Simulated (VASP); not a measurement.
# Se (R-3) in VASP: further runs, part 3 of 3

VASP 6.6.1.

## Step 6: Single point, PBEsol (zz strain of -2 %)

Input file INCAR:

```
SYSTEM = Se
PREC = Accurate
ENCUT = 520
EDIFF = 1E-6
ISMEAR = -1
SIGMA = 0.01
LREAL = .FALSE.
LASPH = .TRUE.
NELM = 60
ALGO = Normal
ISIF = 2
LWAVE = .FALSE.
LCHARG = .FALSE.
GGA = PS
NBANDS = 27
```

Input file KPOINTS:

```
Automatic mesh
0
G
  6 6 6
  0 0 0
```

Input file POSCAR:

```
Se
1.0
    5.6809998619      3.2799267995      1.4468034000
   -5.6809998619      3.2799267995      1.4468034000
    0.0000000000     -6.5598535991      1.4468034000
Se
6
Direct
    0.2806600000      0.1625100000      0.9181800000
    0.9181800000      0.2806600000      0.1625100000
    0.1625100000      0.9181800000      0.2806600000
    0.7193400000      0.8374900000      0.0818200000
    0.0818200000      0.7193400000      0.8374900000
    0.8374900000      0.0818200000      0.7193400000
```

Potentials or basis: VASP PAW PBE potentials, release 64 (Se).

On the command line:

```sh
> cat potpaw_PBE.64/Se/POTCAR > POTCAR
> mpirun -np 1 vasp_std > vasp.out
```

OUTCAR:

```text
SYSTEM = Se
   PREC = Accurate
   ENCUT = 520
   EDIFF = 1E-6
   ISMEAR = -1
   LREAL = .FALSE.
   LASPH = .TRUE.
   NELM = 60
   ISIF = 2
   GGA = PS

 ion  position               nearest neighbor table
   1  0.281  0.163  0.918-   5 2.35   6 2.35
   2  0.918  0.281  0.163-   4 2.35   6 2.35
   3  0.163  0.918  0.281-   4 2.35   5 2.35
   4  0.719  0.837  0.082-   2 2.35   3 2.35
   5  0.082  0.719  0.837-   1 2.35   3 2.35
   6  0.837  0.082  0.719-   1 2.35   2 2.35

  LATTYP: Found a trigonal (rhomboedric) cell.
 ALAT       =     6.7175084160
 COS(alpha) =    -0.4304184880

  Lattice vectors:

 A1 = (   5.6809998619,   3.2799267995,   1.4468034000)
 A2 = (  -5.6809998619,   3.2799267995,   1.4468034000)
 A3 = (   0.0000000000,  -6.5598535991,   1.4468034000)

Analysis of symmetry for initial positions (statically):
=====================================================================
 Subroutine PRICEL returns:
 Original cell was already a primitive cell.

 Routine SETGRP: Setting up the symmetry group for a
[... 172 lines left out ...]
  free energy    TOTEN  =       -22.70574774 eV

  energy without entropy =      -22.70574774  energy(sigma->0) =      -22.70574774

 E-fermi :   2.7828     XC(G=0):  -9.0824

 val. band max:        2.5157114426   @ k =   0.5000   0.5000   0.5000
 cond. band min:       3.5474809671   @ k =  -0.1667   0.1667   0.1667
 fundamental gap:      1.0317695245
 Fermi energy:         2.7828452357

 k-point     1 :       0.0000    0.0000    0.0000
  band No.  band energies     occupation
      1     -13.4770      2.00000
      2     -11.7179      2.00000
      3     -11.7179      2.00000
      4      -9.4530      2.00000
      5      -9.4530      2.00000
      6      -7.6948      2.00000
[... 709 lines left out ...]
     26       8.3659      0.00000
     27       8.9695      0.00000

 [... further k-points ...]
[... 5 lines left out ...]
  --------------------------------------------------------------------------------------
  -------------------------------------------------------------------------------------
  Total        0.9858480      0.9858480      1.0639153      0.0000006     -0.0000000     -0.0000000
  in kB        9.7649681      9.7649681     10.5382365      0.0000056     -0.0000000     -0.0000000
  external PRESSURE =      10.0227243 kB  Pullay stress =       0.0000000 kB

 VOLUME and BASIS-vectors are now :
 -----------------------------------------------------------------------------
  energy-cutoff  :      520.00
  volume of cell :      161.75
      direct lattice vectors                 reciprocal lattice vectors
     5.680999862  3.279926800  1.446803400     0.088012676  0.050814142  0.230392971
    -5.680999862  3.279926800  1.446803400    -0.088012676  0.050814142  0.230392971
     0.000000000 -6.559853599  1.446803400     0.000000000 -0.101628284  0.230392971

 POSITION                                       TOTAL-FORCE (eV/Angst)
 -----------------------------------------------------------------------------------
      0.67121     -4.56956      1.96961         0.179708      0.364660      0.343509
      3.62175      2.86607      1.96961        -0.405659     -0.026698      0.343509
     -4.29296      1.70350      1.96961         0.225951     -0.337962      0.343509
     -0.67121      4.56956      2.37080        -0.179708     -0.364660     -0.343509
     -3.62175     -2.86607      2.37080         0.405659      0.026698     -0.343509
      4.29296     -1.70350      2.37080        -0.225951      0.337962     -0.343509
 -----------------------------------------------------------------------------------
    total drift:                                0.000000     -0.000000     -0.000000

  FREE ENERGIE OF THE ION-ELECTRON SYSTEM (eV)
  ---------------------------------------------------
  free  energy   TOTEN  =       -22.7057477356 eV

  energy  without entropy=      -22.7057477356  energy(sigma->0) =      -22.70574774
```

OSZICAR:

```text
N       E                     dE             d eps       ncg     rms          rms(c)
DAV:   1     0.193272217453E+03    0.19327E+03   -0.14645E+04  2160   0.112E+03
DAV:   2    -0.655668276972E+01   -0.19983E+03   -0.19330E+03  2785   0.188E+02
DAV:   3    -0.227967538353E+02   -0.16240E+02   -0.16099E+02  2873   0.584E+01
DAV:   4    -0.229849520168E+02   -0.18820E+00   -0.18778E+00  2445   0.716E+00
DAV:   5    -0.229866715169E+02   -0.17195E-02   -0.17191E-02  2662   0.711E-01    0.999E+00
DAV:   6    -0.227896989547E+02    0.19697E+00   -0.98675E-02  2420   0.150E+00    0.608E+00
DAV:   7    -0.227066234867E+02    0.83075E-01   -0.20474E-01  2427   0.213E+00    0.287E-01
DAV:   8    -0.227056510045E+02    0.97248E-03   -0.17065E-02  2355   0.641E-01    0.118E-01
DAV:   9    -0.227057262264E+02   -0.75222E-04   -0.43729E-04  2740   0.102E-01    0.414E-02
DAV:  10    -0.227057452209E+02   -0.18994E-04   -0.41188E-05  2419   0.330E-02    0.105E-02
DAV:  11    -0.227057473901E+02   -0.21692E-05   -0.54975E-06  2434   0.117E-02    0.539E-03
DAV:  12    -0.227057477356E+02   -0.34546E-06   -0.10649E-06  1380   0.539E-03
   1 F= -.22705748E+02 E0= -.22705748E+02  d E =-.658028E-14
```

Run time: 2.1 min. Hardware: 1 thread of AMD EPYC 9R45 (Zen 5), shared host; peak memory 0.36 GiB.

Results:

```yaml
Free_energy: -22.7057 eV
Pressure: 1.0 GPa
Largest_force: 0.532 eV/Å
Band_gap_on_the_k_mesh: 1.03 eV, indirect (least direct gap 1.28 eV)
```

Forces in eV/Å, atoms in the order of the input:
```
Se   0.180  0.365  0.344
Se  -0.406 -0.027  0.344
Se   0.226 -0.338  0.344
Se  -0.180 -0.365 -0.344
Se   0.406  0.027 -0.344
Se  -0.226  0.338 -0.344
```

Levels at points of the mesh, in eV from the valence-band top:
| k point | band 15 | band 16 | band 17 | band 18 | band 19 | band 20 | band 21 | band 22 |
| --- | --- | --- | --- | --- | --- | --- | --- | --- |
| (0.00, 0.00, 0.00) | -0.93 | -0.93 | -0.77 | -0.77 | 1.61 | 1.61 | 2.46 | 2.72 |
| (0.50, 0.00, 0.00) | -1.47 | -1.08 | -0.48 | -0.44 | 1.54 | 1.74 | 2.49 | 2.94 |
| (0.50, 0.50, 0.00) | -1.52 | -1.27 | -0.99 | -0.49 | 1.32 | 1.59 | 2.22 | 2.92 |
| (0.50, 0.50, 0.50) | -1.68 | -1.47 | -1.47 | 0.00 | 1.28 | 1.28 | 1.73 | 3.46 |

Caveat: the cell differs from its parent crystal (zz strain of -2 %); the PAW data sets were made with another functional, which shifts forces and pressure a little. A k mesh can miss the band edges.

## Step 7: Summary

| cell | gap on the mesh (eV) | pressure (GPa) | largest force (eV/Å) |
| --- | --- | --- | --- |
| a = 6.587 Å, angles 115.3°, 6 atoms | 1.23 | 4.2 | 1.17 |
| a = 6.679 Å, angles 115.3°, 6 atoms | 1.16 | 1.5 | 0.63 |
| a = 6.746 Å, angles 115.3°, 6 atoms | 1.11 | -0.2 | 0.28 |
| a = 6.812 Å, angles 115.3°, 6 atoms | 1.06 | -1.7 | 0.13 |
| a = 6.718 Å, angles 115.5°, 6 atoms | 1.03 | 1.0 | 0.53 |

Alike in all rows: task single point; level PBEsol; potentials or basis VASP PAW PBE potentials, release 64 (Se); no spin polarisation; k mesh 6 × 6 × 6; cutoff (eV) 520; smearing fermi-dirac 0.01 eV.

Caveats: the PAW data sets were made with another functional, which shifts forces and pressure a little.

Total energies depend on the potentials used, so only differences within one code and one set of settings carry meaning.
